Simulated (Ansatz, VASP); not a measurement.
**WS2: VASP beside Ansatz**

```
W S
1.0
     3.18321    0.00000    0.00000
    -1.59160    2.75674    0.00000
     0.00000    0.00000   23.66876
W S
2 4
Direct
  0.66667 0.33333 0.36268
  0.33333 0.66667 0.63732
  0.66667 0.33333 0.70318
  0.33333 0.66667 0.42856
  0.66667 0.33333 0.57144
  0.33333 0.66667 0.29682
```

Alike in both runs: functional r2SCAN; k mesh 7 × 7 × 2; occupations fermi-dirac, width 0.05 eV; no spin polarisation.

|  | VASP | Ansatz |
| --- | --- | --- |
| version | VASP 6.6.1 | Ansatz 0.2.0 |
| potentials or method | VASP PAW PBE potentials, release 64 (W_sv, S) | Ansatz PAW |
| plane-wave cutoff (eV) | 520 | 500 |
| valence electrons in the cell | 52 | 52 |
| task | single point | band structure |

VASP gave:

| Property | Result |
| --- | --- |
| gap on the k mesh at the Fermi level (eV) | 1.79 |
| least direct gap on the mesh (eV) | 2.54 |
| rms of the force components (eV/Å) | 0.005 |

Problem. Which values does Ansatz return?

Solution. gap on the k mesh at the Fermi level (eV): 1.78; least direct gap on the mesh (eV): 2.54; rms of the force components (eV/Å): 0.007.

VASP's potentials were made for PBE, not for r2SCAN. Atom by atom the forces differ by 0.010 eV/Å (rms over components). With one functional, cell and mesh, what is left measures potentials, basis and numerics.

Spin-orbit coupling is off throughout. Noted on Ansatz's run: the k mesh misses the band edges, so the gap on the mesh is wider than the one along the path.
